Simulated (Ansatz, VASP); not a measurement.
## Bi in VASP and in Ansatz

```
Bi
1.0
     4.95993   -4.32417    0.34476
     4.95993    4.32417    0.34476
    -1.75868    0.00000    6.33547
Bi
8
Direct
  0.81934 0.81934 0.18323
  0.18066 0.18066 0.81677
  0.24892 0.24892 0.31082
  0.75108 0.75108 0.68918
  0.75555 0.30999 0.24752
  0.69001 0.24445 0.75248
  0.24445 0.69001 0.75248
  0.30999 0.75555 0.24752
```

Alike in both runs: functional PBE; k mesh 4 × 4 × 4; occupations gaussian, width 0.1 eV; no spin polarisation.

Ansatz relaxed the structure, and its values are those at the end. VASP's run is a single point on that final structure, the one shown.

```csv
,VASP,Ansatz
version,VASP 6.6.1,Ansatz 0.2.0
potentials or method,"VASP PAW PBE potentials, release 64 (Bi_d), cutoff 520 eV","scalar-relativistic, plane waves, PAW"
valence electrons in the cell,120,120
```

|  | VASP | Ansatz | Ansatz less VASP |
| --- | --- | --- | --- |
| gap on the k mesh at the Fermi level (eV) | none | none | - |
| pressure (GPa) | -0.1 | 0.0 | +0.06 |
| rms of the force components (eV/Å) | 0.011 | 0.009 | -0.0017 |

A gap of «none» marks a metal or a gap that the smearing closes.

Neither program's run includes spin-orbit coupling.
